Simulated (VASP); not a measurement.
# TiAl (P-6m2) in VASP: further runs

The runs below take TiAl through single point, with PBEsol.

All numbers are computed with VASP 6.6.1; they aren't measurements. Logs are shortened: lines on timing, memory, paths and dates and some standing lists are left out, and cuts for length are marked.

**1. The cell of the first run**

It takes space group P-6m2 (No. 187, hexagonal). The conventional cell has a = 2.809 Å, b = 2.809 Å, c = 4.557 Å, α = 90.00°, β = 90.00°, γ = 120.00°. Ti (site symmetry -6m2) has 6 Al at 2.80 Å and 6 Ti at 2.81 Å within 3.7 Å. Al (site symmetry -6m2) has 6 Ti at 2.80 Å and 6 Al at 2.81 Å within 3.7 Å.

**2. Single point, PBEsol, collinear spin (15.57 Å³/atom)**

Contents of INCAR:

```
SYSTEM = TiAl
PREC     = Accurate       ! precision mode
ENCUT    = 520            ! plane-wave cutoff, eV
EDIFF    = 1E-6           ! SCF threshold, eV
ISMEAR   = 0              ! smearing method
SIGMA    = 0.15           ! smearing width, eV
LREAL    = .False.        ! projectors in reciprocal space
LASPH    = .True.         ! aspherical terms in the spheres
NELM     = 150            ! most SCF steps
ALGO     = Fast           ! electronic algorithm
ISIF     = 2              ! what is computed and relaxed
LWAVE    = .False.        ! write WAVECAR
LCHARG   = .False.        ! write CHGCAR
ISPIN    = 2              ! spin polarisation
MAGMOM   = 0.875 0        ! initial moments
LORBIT   = 11             ! projections on sites
NUPDOWN  = 0.875          ! fixed moment
LMAXMIX  = 4              ! l up to which the mixer works
GGA      = PS             ! functional
NBANDS   = 18             ! bands
```

Contents of KPOINTS:

```
Automatic mesh
0
Gamma
  21 21 12
  0 0 0
```

Contents of POSCAR:

```
TiAl
1.0
    2.8090813284      0.0000000000      0.0000000000
   -1.4045406642      2.4327357917      0.0000000000
    0.0000000000      0.0000000000      4.5567935240
Ti Al
1 1
Direct
    0.0000000000      0.0000000000      0.0000000000
    0.3333333333      0.6666666667      0.5000000000
```

Potentials or basis: VASP PAW PBE potentials, release 64 (Ti_sv, Al).

The run is started by

```sh
$ cat potpaw_PBE.64/Ti_sv/POTCAR potpaw_PBE.64/Al/POTCAR > POTCAR
$ mpirun -np 1 vasp_std > vasp.out
```

OUTCAR:

```text
SYSTEM = TiAl
   PREC = Accurate
   ENCUT = 520
   EDIFF = 1E-6
   ISMEAR = 0
   LREAL = .False.
   LASPH = .True.
   NELM = 150
   ISIF = 2
   ISPIN = 2
   LORBIT = 11
   NUPDOWN = 0.875
   GGA = PS

 ion  position               nearest neighbor table
   1  0.000  0.000  0.000-   2 2.80   2 2.80   2 2.80   2 2.80   2 2.80   2 2.80
   2  0.333  0.667  0.500-   1 2.80   1 2.80   1 2.80   1 2.80   1 2.80   1 2.80

  LATTYP: Found a hexagonal cell.
 ALAT       =     2.8090813284
 C/A-ratio  =     1.6221650395

  Lattice vectors:

 A1 = (   2.8090813284,   0.0000000000,   0.0000000000)
 A2 = (  -1.4045406642,   2.4327357917,   0.0000000000)
 A3 = (   0.0000000000,   0.0000000000,   4.5567935240)

Analysis of symmetry for initial positions (statically):
=====================================================================
 Subroutine PRICEL returns:
 Original cell was already a primitive cell.

 Routine SETGRP: Setting up the symmetry group for a
 hexagonal supercell.

 Subroutine GETGRP returns: Found 12 space group operations
 (whereof 12 operations were pure point group operations)
 out of a pool of 24 trial point group operations.

The static configuration has the point symmetry D_3h.

Analysis of symmetry for dynamics (positions and initial velocities):
=====================================================================
 Subroutine PRICEL returns:
 Original cell was already a primitive cell.

 Routine SETGRP: Setting up the symmetry group for a
 hexagonal supercell.

 Subroutine GETGRP returns: Found 12 space group operations
 (whereof 12 operations were pure point group operations)
 out of a pool of 24 trial point group operations.

The dynamic configuration has the point symmetry D_3h.

Analysis of structural, dynamic, and magnetic symmetry:
=====================================================================
 Subroutine PRICEL returns:
 Original cell was already a primitive cell.

 Routine SETGRP: Setting up the symmetry group for a
 hexagonal supercell.

 Subroutine GETGRP returns: Found 12 space group operations
 (whereof 12 operations were pure point group operations)
 out of a pool of 24 trial point group operations.

The overall configuration has the point symmetry D_3h.

 Subroutine INISYM returns: Found 12 space group operations
 (whereof 12 operations are pure point group operations),
 and found     1 'primitive' translations

----------------------------------------------------------------------------------------

                                     Primitive cell

  volume of cell :      31.1400

[... 112 lines left out ...]
   LORBIT       =     11    0 simple, 1 ext, 2 COOP (PROOUT), +10 PAW based schemes
   GGA     = PS    functional components
   LHFCALC =     F    Hartree Fock is set to
   AEXX    =    0.0000 exact exchange contribution
   IVDW    =     0    specifies the selected vdW correction
   LEPSILON=     F    determine dielectric tensor
   LRPA    =     F    only Hartree local field effects (RPA)
 spin polarized calculation
 RMM-DIIS sequential band-by-band and
 Gauss-broadening in eV      SIGMA  =   0.15
  energy-cutoff  :      520.00
  volume of cell :       31.14
 maximum number of plane-waves:       852
 NGX is ok and might be reduce to    24
   NGX = 11   NGY = 11   NGZ = 17

 number of electron      15.0000002 magnetization       0.8750000

 Free energy of the ion-electron system (eV)
  ---------------------------------------------------
  ext. energy  EPLUGINS =         0.00000000
  ---------------------------------------------------
  free energy    TOTEN  =       -12.86840675 eV

  energy without entropy =      -12.85128277  energy(sigma->0) =      -12.85984476

 E-fermi :   8.4103     XC(G=0): -11.3109

 val. band max:        8.7882578308   @ k =   0.4762   0.0000   0.5000
 cond. band min:       8.4120283652   @ k =   0.0952   0.0476   0.3333
 fundamental gap:     -0.3762294656
 Fermi energy:         8.7901443309

 spin component 1

 k-point     1 :       0.0000    0.0000    0.0000
  band No.  band energies     occupation
      1     -47.8445      1.00000
      2     -24.2773      1.00000
      3     -23.7911      1.00000
      4     -23.7911      1.00000
      5      -0.8824      1.00000
      6       5.8176      1.00000
[... 493 lines left out ...]
     17      24.0909      0.00000
     18      25.3786      0.00000

 [... further k-points ...]

 spin component 2

 k-point     1 :       0.0000    0.0000    0.0000
  band No.  band energies     occupation
      1     -47.3855      1.00000
      2     -23.8636      1.00000
      3     -23.3077      1.00000
      4     -23.3077      1.00000
      5      -0.6503      1.00000
      6       6.4798      1.00000
[... 493 lines left out ...]
     17      24.3715      0.00000
     18      25.7875      0.00000

 [... further k-points ...]

------------------------ aborting loop because EDIFF is reached ----------------------------------------

  FORCE on cell =-STRESS in cart. coord.  units (eV):
  Direction    XX          YY          ZZ          XY          YZ          ZX
  --------------------------------------------------------------------------------------
  -------------------------------------------------------------------------------------
  Total        1.2599831      1.2599831      0.7805132      0.0000000      0.0000000     -0.0000000
  in kB       64.8271133     64.8271133     40.1580155      0.0000000      0.0000000     -0.0000000
  external PRESSURE =      56.6040807 kB  Pullay stress =       0.0000000 kB

 VOLUME and BASIS-vectors are now :
 -----------------------------------------------------------------------------
  energy-cutoff  :      520.00
  volume of cell :       31.14
      direct lattice vectors                 reciprocal lattice vectors
     2.809081328  0.000000000  0.000000000     0.355988269  0.205529923  0.000000000
    -1.404540664  2.432735792  0.000000000     0.000000000  0.411059846  0.000000000
     0.000000000  0.000000000  4.556793524     0.000000000  0.000000000  0.219452559

 POSITION                                       TOTAL-FORCE (eV/Angst)
 -----------------------------------------------------------------------------------
      0.00000      0.00000      0.00000         0.000000     -0.000000      0.000000
     -0.00000      1.62182      2.27840        -0.000000      0.000000      0.000000
 -----------------------------------------------------------------------------------
    total drift:                                0.000000     -0.000000      0.000000

  FREE ENERGIE OF THE ION-ELECTRON SYSTEM (eV)
  ---------------------------------------------------
  free  energy   TOTEN  =       -12.8684067523 eV

  energy  without entropy=      -12.8512827735  energy(sigma->0) =      -12.85984476

 total charge

# of ion       s       p       d       tot
------------------------------------------
    1        2.231   6.149   1.965  10.345
    2        0.432   0.400   0.000   0.832
--------------------------------------------------
tot          2.662   6.550   1.965  11.177

 magnetization (x)

# of ion       s       p       d       tot
------------------------------------------
    1        0.009   0.050   0.477   0.536
    2        0.001   0.017   0.000   0.018
--------------------------------------------------
tot          0.010   0.067   0.477   0.554
```

It took 3.3 min on 1 thread of Intel Xeon 6975P-C (Granite Rapids), shared host; peak memory 0.39 GiB.

Results:

* Free energy: -12.8684 eV
* Pressure: 5.7 GPa
* Net moment: 0.88 μB per cell
* Site moments: Ti +0.54; Al +0.02 μB
* Valence electrons inside the program's atomic spheres: Ti 10.35; Al 0.83

Caveat: the cell stands under pressure; the PAW data sets were made with another functional, which shifts forces and pressure a little; the total moment is fixed, so each spin has its own Fermi level and the state may be an excited one.

**3. Single point, PBEsol, collinear spin (16.22 Å³/atom)**

This run uses another cell than the first one, of 16.22 Å³/atom.

Contents of INCAR:

```
PREC     = Accurate       # precision mode
ENCUT    = 520            # plane-wave cutoff, eV
EDIFF    = 1E-6           # SCF threshold, eV
ISMEAR   = 0              # smearing method
SIGMA    = 0.15           # smearing width, eV
LREAL    = False          # projectors in reciprocal space
LASPH    = True           # aspherical terms in the spheres
NELM     = 150            # most SCF steps
ALGO     = Fast           # electronic algorithm
ISIF     = 2              # what is computed and relaxed
LWAVE    = False          # write WAVECAR
LCHARG   = True           # write CHGCAR
ISPIN    = 2              # spin polarisation
MAGMOM   = 0.75 0         # initial moments
LORBIT   = 11             # projections on sites
NUPDOWN  = 0.75           # fixed moment
LMAXMIX  = 4              # l up to which the mixer works
GGA      = PS             # functional
LELF     = True           # ELF
LVHAR    = True         
NBANDS   = 18             # bands
```

Contents of KPOINTS:

```
regular mesh
0
Gamma
  21 21 12
```

Contents of POSCAR:

```
TiAl
1.0
    2.8475477342      0.0000000000      0.0000000000
   -1.4237738671      2.4660486763      0.0000000000
    0.0000000000      0.0000000000      4.6191923826
Ti Al
1 1
Direct
    0.0000000000      0.0000000000      0.0000000000
    0.3333333333      0.6666666667      0.5000000000
```

Potentials or basis: VASP PAW PBE potentials, release 64 (Ti_sv, Al).

The run is started by

```sh
$ cat potpaw_PBE.64/Ti_sv/POTCAR potpaw_PBE.64/Al/POTCAR > POTCAR
$ mpirun -np 1 vasp_std > vasp.out
```

OUTCAR:

```text
PREC = Accurate
   ENCUT = 520
   EDIFF = 1E-6
   ISMEAR = 0
   LREAL = False
   LASPH = True
   NELM = 150
   ISIF = 2
   ISPIN = 2
   LORBIT = 11
   NUPDOWN = 0.75
   GGA = PS

 ion  position               nearest neighbor table
   1  0.000  0.000  0.000-   2 2.83   2 2.83   2 2.83   2 2.83   2 2.83   2 2.83
   2  0.333  0.667  0.500-   1 2.83   1 2.83   1 2.83   1 2.83   1 2.83   1 2.83

  LATTYP: Found a hexagonal cell.
 ALAT       =     2.8475477342
 C/A-ratio  =     1.6221650395

  Lattice vectors:

 A1 = (   2.8475477342,   0.0000000000,   0.0000000000)
 A2 = (  -1.4237738671,   2.4660486763,   0.0000000000)
 A3 = (   0.0000000000,   0.0000000000,   4.6191923826)

Analysis of symmetry for initial positions (statically):
=====================================================================
 Subroutine PRICEL returns:
 Original cell was already a primitive cell.

 Routine SETGRP: Setting up the symmetry group for a
 hexagonal supercell.

 Subroutine GETGRP returns: Found 12 space group operations
 (whereof 12 operations were pure point group operations)
 out of a pool of 24 trial point group operations.

The static configuration has the point symmetry D_3h.

Analysis of symmetry for dynamics (positions and initial velocities):
=====================================================================
 Subroutine PRICEL returns:
 Original cell was already a primitive cell.

 Routine SETGRP: Setting up the symmetry group for a
 hexagonal supercell.

 Subroutine GETGRP returns: Found 12 space group operations
 (whereof 12 operations were pure point group operations)
 out of a pool of 24 trial point group operations.

The dynamic configuration has the point symmetry D_3h.

Analysis of structural, dynamic, and magnetic symmetry:
=====================================================================
 Subroutine PRICEL returns:
 Original cell was already a primitive cell.
[... 151 lines left out ...]
  ---------------------------------------------------
  ext. energy  EPLUGINS =         0.00000000
  ---------------------------------------------------
  free energy    TOTEN  =       -12.91282890 eV

  energy without entropy =      -12.89367205  energy(sigma->0) =      -12.90325047

 E-fermi :   8.0100     XC(G=0): -11.1371

 val. band max:        8.2653013831   @ k =   0.1905   0.0476   0.1667
 cond. band min:       8.0107321164   @ k =   0.2857   0.0000   0.3333
 fundamental gap:     -0.2545692667
 Fermi energy:         8.2668878097

 spin component 1

 k-point     1 :       0.0000    0.0000    0.0000
  band No.  band energies     occupation
      1     -48.3547      1.00000
      2     -24.7705      1.00000
      3     -24.3447      1.00000
      4     -24.3447      1.00000
      5      -1.0879      1.00000
      6       5.4702      1.00000
[... 493 lines left out ...]
     17      23.3051      0.00000
     18      24.4501      0.00000

 [... further k-points ...]

 spin component 2

 k-point     1 :       0.0000    0.0000    0.0000
  band No.  band energies     occupation
      1     -47.9608      1.00000
      2     -24.4186      1.00000
      3     -23.9279      1.00000
      4     -23.9279      1.00000
      5      -0.8977      1.00000
      6       6.0366      1.00000
[... 493 lines left out ...]
     17      23.5382      0.00000
     18      24.9491      0.00000

 [... further k-points ...]

------------------------ aborting loop because EDIFF is reached ----------------------------------------

  FORCE on cell =-STRESS in cart. coord.  units (eV):
  Direction    XX          YY          ZZ          XY          YZ          ZX
  --------------------------------------------------------------------------------------
  -------------------------------------------------------------------------------------
  Total        0.2614784      0.2614784     -0.2352612      0.0000000     -0.0000000      0.0000000
  in kB       12.9153940     12.9153940    -11.6204311      0.0000000     -0.0000000      0.0000000
  external PRESSURE =       4.7367856 kB  Pullay stress =       0.0000000 kB

 VOLUME and BASIS-vectors are now :
 -----------------------------------------------------------------------------
  energy-cutoff  :      520.00
  volume of cell :       32.44
      direct lattice vectors                 reciprocal lattice vectors
     2.847547734  0.000000000  0.000000000     0.351179363  0.202753500  0.000000000
    -1.423773867  2.466048676  0.000000000     0.000000000  0.405507000  0.000000000
     0.000000000  0.000000000  4.619192383     0.000000000  0.000000000  0.216488061

 POSITION                                       TOTAL-FORCE (eV/Angst)
 -----------------------------------------------------------------------------------
      0.00000      0.00000      0.00000        -0.000000      0.000000      0.000000
     -0.00000      1.64403      2.30960         0.000000     -0.000000      0.000000
 -----------------------------------------------------------------------------------
    total drift:                                0.000000     -0.000000      0.000000

  FREE ENERGIE OF THE ION-ELECTRON SYSTEM (eV)
  ---------------------------------------------------
  free  energy   TOTEN  =       -12.9128288952 eV

  energy  without entropy=      -12.8936720537  energy(sigma->0) =      -12.90325047

 total charge

# of ion       s       p       d       tot
------------------------------------------
    1        2.223   6.139   1.929  10.291
    2        0.429   0.385   0.000   0.813
--------------------------------------------------
tot          2.652   6.524   1.929  11.104

 magnetization (x)

# of ion       s       p       d       tot
------------------------------------------
    1        0.007   0.042   0.407   0.456
    2        0.001   0.013   0.000   0.014
--------------------------------------------------
tot          0.008   0.055   0.407   0.470
```

Wall time 3.3 min (1 thread of Intel Xeon 6975P-C (Granite Rapids), shared host); peak memory 0.4 GiB.

What came out:

```
Free energy                                           : -12.9128 eV
Pressure                                              : 0.5 GPa
Net moment                                            : 0.75 μB per cell
Site moments                                          : Ti +0.46; Al +0.01 μB
Valence electrons inside the program's atomic spheres : Ti 10.29; Al 0.81
```

Caveat: the PAW data sets were made with another functional, which shifts forces and pressure a little; the total moment is fixed, so each spin has its own Fermi level and the state may be an excited one.

**4. Single point, PBEsol, collinear spin (16.87 Å³/atom)**

This run uses another cell than the first one, of 16.87 Å³/atom.

Contents of INCAR:

```
SYSTEM = TiAl
PREC = Accurate
ENCUT = 520
EDIFF = 1E-6
ISMEAR = 0
SIGMA = 0.15
LREAL = .FALSE.
LASPH = .TRUE.
NELM = 150
ALGO = Normal
ISIF = 2
LWAVE = .FALSE.
LCHARG = .FALSE.
ISPIN = 2
MAGMOM = 0.375 0
LORBIT = 11
NUPDOWN = 0.375
LMAXMIX = 4
GGA = PS
NBANDS = 18
```

Contents of KPOINTS:

```
regular mesh
0
G
  21 21 12
  0 0 0
```

Contents of POSCAR:

```
TiAl
1.0
    2.8850104496      0.0000000000      0.0000000000
   -1.4425052248      2.4984923395      0.0000000000
    0.0000000000      0.0000000000      4.6799630897
Ti Al
1 1
Direct
    0.0000000000      0.0000000000      0.0000000000
    0.3333333333      0.6666666667      0.5000000000
```

The run is started by

```sh
$ cat potpaw_PBE.64/Ti_sv/POTCAR potpaw_PBE.64/Al/POTCAR > POTCAR
$ mpirun -np 1 vasp_std > vasp.out
```

It took 6.6 min on 1 thread of Intel Xeon Platinum 8259CL at 2.50GHz (Skylake/Cascade Lake), shared host; peak memory 0.41 GiB.

Results (log left out):

- Free energy: -12.9253 eV
- Pressure: -4.0 GPa
- Net moment: 0.38 μB per cell
- Site moments: Ti +0.23; Al +0.01 μB
- Valence electrons inside the program's atomic spheres: Ti 10.24; Al 0.80

Stress tensor (GPa, compression positive):
```
-3.56  0.00  0.00
 0.00 -3.56  0.00
 0.00  0.00 -4.91
```

Caveat: the cell stands under tension; the PAW data sets were made with another functional, which shifts forces and pressure a little; the total moment is fixed, so each spin has its own Fermi level and the state may be an excited one.

[end of part 1 of 2]
